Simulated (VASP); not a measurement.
Crystal: C.

```
C
1.0
     2.10720    0.00000    0.00000
    -1.05360    1.82488    0.00000
     0.00000    0.00000    3.44105
C
2
Cartesian
  0.0000 1.2166 0.8603
  1.0536 0.6083 2.5808
```

* Program: VASP 6.6.1
* Task: relaxation of cell and atoms
* Functional: PBE
* Potentials or basis: VASP PAW PBE potentials, release 64 (C)
* Cutoff: 600 eV
* k mesh: 17 × 17 × 9
* Occupations: fermi-dirac, width 0.1 eV
* Spin: no spin polarisation

At the start: pressure 8.5 GPa; volume 6.62 Å³/atom.

Question: How do energy, volume and symmetry change on relaxing?

Answer: Over 31 steps the energy falls by 371.6 meV/atom and the volume is 6.83 Å³/atom (+3.2 %); space group P6_3/mmc (No. 194, to 0.05 Å).

The path:
```
step  energy change (eV)  largest force (eV/Å)  pressure (GPa)  volume (Å³)
   1              0.0000                0.0000            8.54        13.23
   2             -0.0199                0.0000            0.13        13.92
   3             -0.0199                0.0000           -0.28        13.96
   4             -0.0205                0.0000           -0.17        13.94
   5             -0.0210                0.0000            0.03        13.92
   6             -0.0228                0.0000            0.45        13.88
   7             -0.0385                0.0000            1.41        13.78
   8             -0.0905                0.0000            4.14        13.56
   9             -0.1975                0.0000           11.19        13.02
  10             -0.3793                0.0000           31.81        11.62
  11             12.9522                0.0000          725.51         7.97
  12             -0.3964                0.0000           35.67        11.50
  13              0.3831                0.0000          127.02        10.38
  14             -0.3971                0.0000           45.86        11.32
  15             -0.3812                0.0000           51.78        11.22
  16             -0.3969                0.0000           50.01        11.27
  17             -0.4412                0.0000           44.88        11.42
  18             -0.5174                0.0000           35.20        11.72
  19             -0.6232                0.0000           18.50        12.33
  20             -0.7029                0.0000            1.61        13.62
  21             -0.7051                0.0000           -0.33        13.85
  22             -0.7052                0.0000           -0.92        13.92
  23             -0.7118                0.0000           -1.28        13.93
  24             -0.7265                0.0000           -2.05        13.96
  25             -0.7379                0.0000           -4.18        14.02
  26             -0.7379                0.0000           -3.97        14.01
  27             -0.7415                0.0000           -2.49        13.84
  28             -0.7427                0.0000           -0.53        13.71
  29             -0.7427                0.0000           -0.46        13.70
  30             -0.7430                0.0000           -0.25        13.67
  31             -0.7432                0.0000           -0.09        13.65
```

Final structure:
```
C
1.0
     1.71615    0.00000    0.00000
    -0.85808    1.48623    0.00000
     0.00000    0.00000    5.35223
C
2
Direct
  0.33333 0.66667 0.25000
  0.66667 0.33333 0.75000
```
